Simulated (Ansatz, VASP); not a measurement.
**Fe in VASP and in Ansatz**

```xyz
2
Lattice="0.0000 2.5145 2.5145 2.5145 0.0000 2.5145 2.5145 2.5145 0.0000" Properties=species:S:1:pos:R:3 pbc="T T T"
Fe    0.6286    0.6286    0.6286
Fe    4.4004    4.4004    4.4004
```

Alike in both runs: task relaxation of cell and atoms; functional revPBE; k mesh 11 × 11 × 11; occupations fermi-dirac, width 0.1 eV; no spin polarisation.

|  | VASP | Ansatz |
| --- | --- | --- |
| version | VASP 6.6.1 | Ansatz 0.2.0 |
| potentials or method | VASP PAW PBE potentials, release 64 (Fe), cutoff 600 eV | plane waves (420 eV) with PAW, scalar-relativistic |
| valence electrons in the cell | 16 | 32 |

```csv
,VASP,Ansatz,Ansatz less VASP
relaxed volume (Å³/atom),14.62,14.75,+0.136
relaxed cell length with the largest relative difference (Å),3.458,3.469,+0.0107
```

VASP's potentials were made for PBE, not for revPBE. VASP's potentials hold 16 valence electrons a cell and Ansatz's 32, so a difference there can come from the potentials and not from the codes.
